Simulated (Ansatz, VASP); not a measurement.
## HgTe: VASP beside Ansatz

Contents of INCAR:

```
PREC     = Accurate       # precision mode
ENCUT    = 500            # plane-wave cutoff, eV
EDIFF    = 1E-6           # SCF threshold, eV
ISMEAR   = 0              # smearing method
SIGMA    = 0.01           # smearing width, eV
LREAL    = F              # projectors in reciprocal space
LASPH    = T              # aspherical terms in the spheres
NELM     = 120            # most SCF steps
ALGO     = Normal         # electronic algorithm
ISIF     = 2              # what is computed and relaxed
LWAVE    = F              # write WAVECAR
LCHARG   = F              # write CHGCAR
GGA      = PE             # functional
NBANDS   = 16             # bands
GGA_COMPAT= F
```

KPOINTS

```
Automatic mesh
0
Gamma
  3 3 3
```

POSCAR

```
HgTe
1.0
    0.0147153923      3.2057591887      3.1223486714
    3.2059189216     -0.0272644073      3.1643284710
    3.2170403239      3.2588703738     -0.0383957929
Hg Te
1 1
Direct
    0.0015000000      0.9970100000      0.0008700000
    0.2536100000      0.2585600000      0.2402600000
```

Input for Ansatz:

```yaml
crystal:
  lattice:
    - [0.01471539227477381, 3.2057591886955006, 3.1223486714256667]
    - [3.2059189215831507, -0.027264407260791913, 3.1643284709612325]
    - [3.2170403238857954, 3.258870373839189, -0.03839579286891457]
  atoms:
    - { symbol: Hg, position: [0.0015, 0.99701, 0.00087] }
    - { symbol: Te, position: [0.25361, 0.25856, 0.24026] }
basis:
  ecutwfc: 540.0
  xc_grid: 2
kpoints:
  mp_grid:
    grid: [3, 3, 3]
hamiltonian:
  xc: pbe
scf:
  convergence:
    dr2_threshold: 1.0e-09
  occupations:
    method: fixed
  eigensolver:
    kind: davidson
output:
  forces: true
  stress: true
```

Alike in both runs: task single point; functional PBE; k mesh 3 × 3 × 3; no spin polarisation.

|  | VASP | Ansatz |
| --- | --- | --- |
| version | VASP 6.6.1 | Ansatz 0.2.0 |
| potentials or method | VASP PAW PBE potentials, release 64 (Hg, Te), cutoff 500 eV | plane waves, PAW |
| occupations | gaussian, width 0.01 eV | fixed |
| valence electrons in the cell | 18 | 36 |

|  | VASP | Ansatz | Ansatz less VASP |
| --- | --- | --- | --- |
| pressure (GPa) | 6.8 | 6.6 | -0.12 |
| traceless stress, the component that is largest in VASP (GPa) | -0.95 | -0.93 | +0.027 |
| rms of the force components (eV/Å) | 0.172 | 0.168 | -0.0046 |

Atom by atom the forces differ by 0.005 eV/Å (rms over components). VASP's potentials hold 18 valence electrons a cell and Ansatz's 36, so a difference there can come from the potentials and not from the codes. Ansatz's warnings: stress scf threshold loose.

The k mesh is coarse, so the values compare programs but aren't converged. Neither program's run includes spin-orbit coupling.
